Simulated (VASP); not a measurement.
# W (P-1) in VASP: single point with PBE

Aim: the single point of W with PBE.

All numbers are computed with VASP 6.6.1; they aren't measurements. Logs are shortened: lines on timing, memory, paths and dates and some standing lists are left out, and cuts for length are marked.

## (1) The cell of the first run

The typed cell holds 2 atoms: a = 2.855 Å, b = 2.855 Å, c = 4.037 Å, α = 90.00°, β = 90.00°, γ = 90.00°.

## (2) Single point, PBE (atom 1 moved 0.45 Å)

File INCAR:

```
SYSTEM = W
  ALGO = Fast
  EDIFF = 1E-7
  ENCUT = 520
  GGA = PE
  ISIF = 2
  ISMEAR = 0
  LASPH = .TRUE.
  LCHARG = .FALSE.
  LREAL = .FALSE.
  LWAVE = .FALSE.
  NBANDS = 21
  NELM = 100
  PREC = Accurate
  SIGMA = 0.15
```

File KPOINTS:

```
k-points
0
G
  12 12 8
  0 0 0
```

File POSCAR:

```
W
1.0
    0.0000000000     -2.0185031149     -2.0185031149
    0.0000000000      2.0185031149     -2.0185031149
    4.0370062299      0.0000000000      0.0000000000
W
2
Direct
    0.4563263383      0.4439640710      0.5241373775
    0.0436736617      0.0560359290     -0.0241373775
```

Potentials or basis: VASP PAW PBE potentials, release 64 (W_sv).

On the command line:

```
$ cat potpaw_PBE.64/W_sv/POTCAR > POTCAR
$ mpirun -np 1 vasp_std > vasp.out
```

OUTCAR:

```text
SYSTEM = W
   EDIFF = 1E-7
   ENCUT = 520
   GGA = PE
   ISIF = 2
   ISMEAR = 0
   LASPH = .TRUE.
   LREAL = .FALSE.
   NELM = 100
   PREC = Accurate

 ion  position               nearest neighbor table
   1  0.456  0.444  0.524-   2 2.44   2 2.71   2 2.74   2 2.79   2 2.99   2 3.03   2 3.06   2 3.28

   2  0.044  0.056  0.976-   1 2.44   1 2.71   1 2.74   1 2.79   1 2.99   1 3.03   1 3.06   1 3.28

  LATTYP: Found a simple tetragonal cell.
 ALAT       =     2.8545944808
 C/A-ratio  =     1.4142135624

  Lattice vectors:

 A1 = (   0.0000000000,  -2.0185031149,  -2.0185031149)
 A2 = (   0.0000000000,   2.0185031149,  -2.0185031149)
 A3 = (   4.0370062299,   0.0000000000,   0.0000000000)

Analysis of symmetry for initial positions (statically):
=====================================================================
 Subroutine PRICEL returns:
 Original cell was already a primitive cell.

 Routine SETGRP: Setting up the symmetry group for a
 simple tetragonal supercell.

 Subroutine GETGRP returns: Found  2 space group operations
 (whereof  1 operations were pure point group operations)
 out of a pool of 16 trial point group operations.

The static configuration has the point symmetry C_1 .
 The point group associated with its full space group is S_2 .

Analysis of symmetry for dynamics (positions and initial velocities):
=====================================================================
 Subroutine PRICEL returns:
 Original cell was already a primitive cell.

 Routine SETGRP: Setting up the symmetry group for a
 simple tetragonal supercell.

 Subroutine GETGRP returns: Found  2 space group operations
 (whereof  1 operations were pure point group operations)
 out of a pool of 16 trial point group operations.

The dynamic configuration has the point symmetry C_1 .
 The point group associated with its full space group is S_2 .

 Subroutine INISYM returns: Found  2 space group operations
 (whereof  1 operations are pure point group operations),
 and found     1 'primitive' translations

----------------------------------------------------------------------------------------

                                     Primitive cell

  volume of cell :      32.8964

  direct lattice vectors                    reciprocal lattice vectors
     0.000000000 -2.018503115 -2.018503115     0.000000000 -0.247708312 -0.247708312
     0.000000000  2.018503115 -2.018503115     0.000000000  0.247708312 -0.247708312
[... 78 lines left out ...]
   ICHARG =      2    charge: 1-file 2-atom 10-const
   ISPIN  =      1    spin polarized calculation?
   LNONCOLLINEAR =      F non collinear calculations
   LSORBIT =      F    spin-orbit coupling
   LASPH  =      T    aspherical Exc in radial PAW
   ENCUT  =  520.0 eV  38.22 Ry    6.18 a.u.   5.31  5.31  7.51*2*pi/ulx,y,z
   NELM   =    100;   NELMIN=  2; NELMDL= -5     # of ELM steps
   EDIFF  = 0.1E-06   stopping-criterion for ELM
   LREAL  =      F    real-space projection
   EDIFFG = 0.1E-05   stopping-criterion for IOM
   NSW    =      0    number of steps for IOM
   IBRION =     -1    ionic relax: 0-MD 1-quasi-New 2-CG
   NFREE  =      0    steps in history (QN), initial steepest desc. (CG)
   ISIF   =      2    stress and relaxation
   ISYM   =      2    0-nonsym 1-usesym 2-fastsym
   POTIM  = 0.5000    time-step for ionic-motion
   TEBEG  =    0.0;   TEEND  =   0.0 temperature during run
   PSTRESS=    0.0 pullay stress
   NELECT =      28.0000    total number of electrons
   NUPDOWN=      -1.0000    fix difference up-down
   EMIN   =  10.00;   EMAX   =-10.00  energy-range for DOS
   EFERMI =   0.00;   METHOD = LEGACY
   ISMEAR =     0;   SIGMA  =   0.15  broadening in eV -4-tet -1-fermi 0-gaus
   EFERMI_NEDOS =   21; number of points for ismear=-14 and -15
   IALGO  =     68    algorithm
   IMIX   =      4    mixing-type and parameters
     AMIX     =   0.40;   BMIX     =  1.00
     AMIX_MAG =   1.60;   BMIX_MAG =  1.00
  volume/ion in A,a.u.               =      16.45       111.00
  Fermi-wavevector in a.u.,A,eV,Ry     =   1.551475  2.931862 32.750235  2.407074
  Thomas-Fermi vector in A             =   2.655989
   LORBIT       =      0    0 simple, 1 ext, 2 COOP (PROOUT), +10 PAW based schemes
   GGA     = PE    functional components
   LHFCALC =     F    Hartree Fock is set to
   AEXX    =    0.0000 exact exchange contribution
   IVDW    =     0    specifies the selected vdW correction
   LEPSILON=     F    determine dielectric tensor
   LRPA    =     F    only Hartree local field effects (RPA)
 non-spin polarized calculation
 RMM-DIIS sequential band-by-band and
 Gauss-broadening in eV      SIGMA  =   0.15
  energy-cutoff  :      520.00
  volume of cell :       32.90
 maximum number of plane-waves:       912
 NGX is ok and might be reduce to    24
   NGX = 11   NGY = 11   NGZ = 15

 number of electron      28.0000001 magnetization

 Free energy of the ion-electron system (eV)
  ---------------------------------------------------
  ext. energy  EPLUGINS =         0.00000000
  ---------------------------------------------------
  free energy    TOTEN  =       -24.48476974 eV

  energy without entropy =      -24.46753257  energy(sigma->0) =      -24.47615116

 E-fermi :  10.5325     XC(G=0): -13.3564

 val. band max:       10.5263001235   @ k =   0.0833   0.2500  -0.3750
 cond. band min:      10.5372739674   @ k =  -0.0833   0.0000   0.3750
 fundamental gap:      0.0109738439
 Fermi energy:        10.5324807187

 k-point     1 :       0.0000    0.0000    0.0000
  band No.  band energies     occupation
      1     -63.1291      2.00000
      2     -62.8979      2.00000
      3     -28.0304      2.00000
      4     -27.2305      2.00000
      5     -27.1719      2.00000
      6     -26.8448      2.00000
[... 565 lines left out ...]
     20      18.3318      0.00000
     21      21.8482      0.00000

 [... further k-points ...]
[... 5 lines left out ...]
  --------------------------------------------------------------------------------------
  -------------------------------------------------------------------------------------
  Total        2.9920747      3.6030548      2.3656208      0.0924451      0.7134252     -0.4129663
  in kB      145.7252305    175.4822481    115.2145843      4.5024233     34.7464776    -20.1130029
  external PRESSURE =     145.4740210 kB  Pullay stress =       0.0000000 kB

 VOLUME and BASIS-vectors are now :
 -----------------------------------------------------------------------------
  energy-cutoff  :      520.00
  volume of cell :       32.90
      direct lattice vectors                 reciprocal lattice vectors
     0.000000000 -2.018503115 -2.018503115     0.000000000 -0.247708312 -0.247708312
     0.000000000  2.018503115 -2.018503115     0.000000000  0.247708312 -0.247708312
     4.037006230  0.000000000  0.000000000     0.247708312  0.000000000  0.000000000

 POSITION                                       TOTAL-FORCE (eV/Angst)
 -----------------------------------------------------------------------------------
      2.11595     -0.02495     -1.81724        -2.118913      0.076653     -1.499041
      3.93956      0.02495     -0.20126         2.118913     -0.076653      1.499041
 -----------------------------------------------------------------------------------
    total drift:                                0.000000     -0.000000     -0.000000

  FREE ENERGIE OF THE ION-ELECTRON SYSTEM (eV)
  ---------------------------------------------------
  free  energy   TOTEN  =       -24.4847697450 eV

  energy  without entropy=      -24.4675325691  energy(sigma->0) =      -24.47615116
```

Wall time 8.3 min (1 thread of Intel Xeon 8259CL, shared host); peak memory 0.4 GiB.

Results:

* Free energy: -24.4848 eV
* Pressure: 14.5 GPa
* Largest force: 2.597 eV/Å
* Band gap on the k mesh: zero (bands 14 and 15 overlap by 3.46 eV)

Forces on the atoms (eV/Å):
```
W   -2.119  0.077 -1.499
W    2.119 -0.077  1.499
```

Caveat: the cell differs from its parent crystal (atom 1 moved 0.45 Å); the stress differs along the axes, from 12 to 18 GPa; spin-orbit coupling is left out, which moves the levels of the heavy elements; forces of over 1 eV/Å act on the atoms, so gaps and moduli don't describe the material at rest.
